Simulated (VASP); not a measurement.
Set up this calculation in VASP 6.6.1, as the native input.

```yaml
Task: single point
Functional: PBE
Potentials_or_basis: VASP PAW PBE potentials, release 64 (Ga_d, N)
Cutoff: 520 eV
k_mesh: 11 × 11 × 11
Occupations: fermi-dirac, width 0.05 eV
Spin: no spin polarisation
Dipole_correction: no
Further_INCAR_settings: ALGO = Normal; EDIFF = 1e-07; NBANDS = 16
```

The structure of GaN lies in POSCAR:

```
GaN
1.0
    0.0000000000      2.1209041320      2.1209041320
    2.1209041320      0.0000000000      2.1209041320
    2.1209041320      2.1209041320      0.0000000000
Ga N
1 1
Direct
    0.0000000000      0.0000000000      0.0000000000
    0.5000000000      0.5000000000      0.5000000000
```

This cell differs from its parent crystal: volume scaled by 0.98.

These files were run (other wordings do the same):

INCAR

```
ALGO = Normal
EDIFF = 1E-7
ENCUT = 520
GGA = PE
ISIF = 2
ISMEAR = -1
LASPH = T
LCHARG = F
LREAL = F
LWAVE = F
NBANDS = 16
NELM = 60
PREC = Accurate
SIGMA = 0.05
```

KPOINTS

```
k-points
0
Gamma
  11 11 11
```

Potentials or basis: VASP PAW PBE potentials, release 64 (Ga_d, N).

Run with:

```console
$ cat potpaw_PBE.64/Ga_d/POTCAR potpaw_PBE.64/N/POTCAR > POTCAR
$ mpirun -np 1 vasp_std > vasp.out
```

It gave:

```
Pressure               : 4.9 GPa
Band gap on the k mesh : 0.67 eV, indirect (least direct gap 2.61 eV)
```

Run time: 11 s on 1 thread of Intel(R) Xeon(R) Platinum 8488C (Sapphire Rapids), on a shared host, peak memory 0.14 GiB.
